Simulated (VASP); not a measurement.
Wanted: the native input for a VASP 6.6.1 run.

| Quantity | Value |
| --- | --- |
| Task | single point |
| Functional | r2SCAN |
| Potentials or basis | VASP PAW PBE potentials, release 64 (As) |
| Cutoff | 520 eV |
| k mesh | 12 × 12 × 10 |
| Occupations | gaussian, width 0.1 eV |
| Spin | no spin polarisation |
| Dipole correction | no |
| Further INCAR settings | ALGO = Normal; EDIFF = 1e-06; NBANDS = 18 |

The system is As.

```
As
1.0
     1.82285   -5.70120    0.00000
     1.82285    5.70120    0.00000
     0.00000    0.00000    4.74541
As
4
Direct
  0.10424 0.89576 0.07387
  0.60424 0.39576 0.42613
  0.89576 0.10424 0.92613
  0.39576 0.60424 0.57387
```

These files were run (other wordings do the same):

POSCAR

```
As
1.0
    1.8228460629     -5.7012037144      0.0000000000
    1.8228460629      5.7012037144      0.0000000000
    0.0000000000      0.0000000000      4.7454097387
As
4
Direct
    0.1042387701      0.8957612299      0.0738726559
    0.6042387701      0.3957612299      0.4261273441
    0.8957612299      0.1042387701      0.9261273441
    0.3957612299      0.6042387701      0.5738726559
```

INCAR.step1

```
SYSTEM = As
  PREC = Accurate
  ENCUT = 520
  ISMEAR = 0
  SIGMA = 0.1
  LREAL = .False.
  LASPH = .True.
  NELM = 100
  NBANDS = 18
  GGA = PE
  ALGO = Normal
  EDIFF = 1E-4
  LWAVE = .True.
  LCHARG = .False.
```

INCAR.step2

```
SYSTEM = As
  PREC = Accurate
  ENCUT = 520
  EDIFF = 1E-6
  ISMEAR = 0
  SIGMA = 0.1
  LREAL = .False.
  LASPH = .True.
  NELM = 100
  ALGO = Normal
  ISIF = 2
  LWAVE = .False.
  LCHARG = .True.
  METAGGA = R2SCAN
  LMIXTAU = .True.
  LELF = .True.
  LVHAR = .True.
  NBANDS = 18
  ISTART = 1
```

KPOINTS

```
Automatic mesh
0
Gamma
  12 12 10
  0 0 0
```

Potentials or basis: VASP PAW PBE potentials, release 64 (As).

Run with:

```sh
$ cat potpaw_PBE.64/As/POTCAR > POTCAR
$ cp INCAR.step1 INCAR
$ mpirun -np 1 vasp_std > vasp.out
$ cp INCAR.step2 INCAR
$ mpirun -np 1 vasp_std > vasp.out
```

It gave:

| Quantity | Value |
| --- | --- |
| Pressure | 0.1 GPa |
| Largest force | 0.036 eV/Å |

Caveat: the PAW data sets were made with another functional, which shifts forces and pressure a little.

Wall time 11 min on 1 thread of Intel(R) Xeon(R) 6975P-C (Granite Rapids), with other jobs on the host, peak memory 0.54 GiB.
